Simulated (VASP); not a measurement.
Here is a VASP 6.6.1 calculation.

Contents of POSCAR:

```
HfS2
1.0
    3.7755077968      0.0000000000      0.0000000000
   -1.8877538984      3.2696856642      0.0000000000
    0.0000000000      0.0000000000      5.7607909876
Hf S
1 2
Direct
    0.0000000000      0.0000000000      0.0000000000
    0.3333333333      0.6666666667      0.2379776162
    0.6666666667      0.3333333333      0.7620223838
```

Contents of INCAR.step1:

```
PREC = Accurate
ENCUT = 550
ISMEAR = -1
SIGMA = 0.02
LREAL = F
LASPH = T
NELM = 200
MAGMOM = 0 0 0 0 0 0 0 0 0
LSORBIT = T
GGA_COMPAT = F
LMAXMIX = 4
NBANDS = 35
GGA = PE
ALGO = Normal
EDIFF = 1E-5
LWAVE = T
LCHARG = F
```

Contents of INCAR.step2:

```
PREC = Accurate
ENCUT = 550
EDIFF = 1E-6
ISMEAR = -1
SIGMA = 0.02
LREAL = F
LASPH = T
NELM = 200
ALGO = Normal
ISIF = 2
LWAVE = F
LCHARG = F
MAGMOM = 0 0 0 0 0 0 0 0 0
LORBIT = 11
LSORBIT = T
GGA_COMPAT = F
LORBMOM = T
LMAXMIX = 4
METAGGA = R2SCAN
LMIXTAU = T
NBANDS = 35
ISTART = 1
```

File KPOINTS:

```
regular mesh
0
Gamma
  12 12 4
```

Potentials or basis: VASP PAW PBE potentials, release 64 (Hf_pv, S).

Launch:

```sh
$ cat potpaw_PBE.64/Hf_pv/POTCAR potpaw_PBE.64/S/POTCAR > POTCAR
$ cp INCAR.step1 INCAR
$ mpirun -np 1 vasp_ncl > vasp.out
$ cp INCAR.step2 INCAR
$ mpirun -np 1 vasp_ncl > vasp.out
```

Task: Estimate the net moment.

Result: 0.00 μB per cell.

Task: Predict the largest force.

Result: 0.111 eV/Å.

Moments on the atoms (μB; x, y, z):
```
Hf  0.00 0.00 0.00
S   0.00 0.00 0.00
S   0.00 0.00 0.00
```

Caveat: the cell differs from its parent crystal (epitaxial xy strain +4.0%); the PAW data sets were made with another functional, which shifts forces and pressure a little.
